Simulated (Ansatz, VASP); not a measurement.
# Al2Cu: VASP beside Ansatz

```xyz
3
Lattice="4.0664 0.0000 0.0000 0.0000 4.0664 0.0000 0.0000 0.0000 2.8847" Properties=species:S:1:pos:R:3 pbc="T T T"
Al    2.0332    0.0238    1.4424
Al    0.0000    1.9281    1.4424
Cu    0.0000    0.0345    0.0000
```

Change from the starting cell: mode 9 frozen in at -0.106 Å, equal normal strain along x and y -0.0133.

Alike in both runs: task single point; functional PBE; k mesh 10 × 10 × 14; occupations gaussian, width 0.15 eV; no spin polarisation.

```csv
,VASP,Ansatz
version,VASP 6.6.1,Ansatz 0.2.0
potentials or method,"VASP PAW PBE potentials, release 64 (Al, Cu), cutoff 520 eV","scalar-relativistic, plane waves, PAW"
valence electrons in the cell,17,25
```

|  | VASP | Ansatz | Ansatz less VASP |
| --- | --- | --- | --- |
| gap on the k mesh at the Fermi level (eV) | none | none | - |
| pressure (GPa) | 3.7 | 3.5 | -0.18 |
| traceless stress, the component that is largest in VASP (GPa) | 0.82 | 0.84 | +0.019 |
| rms of the force components (eV/Å) | 0.585 | 0.583 | -0.0016 |

Atom by atom the forces differ by 0.002 eV/Å (rms over components). A gap of «none» marks a metal or a gap that the smearing closes. VASP's potentials hold 17 valence electrons a cell and Ansatz's 25, so a difference there can come from the potentials and not from the codes.
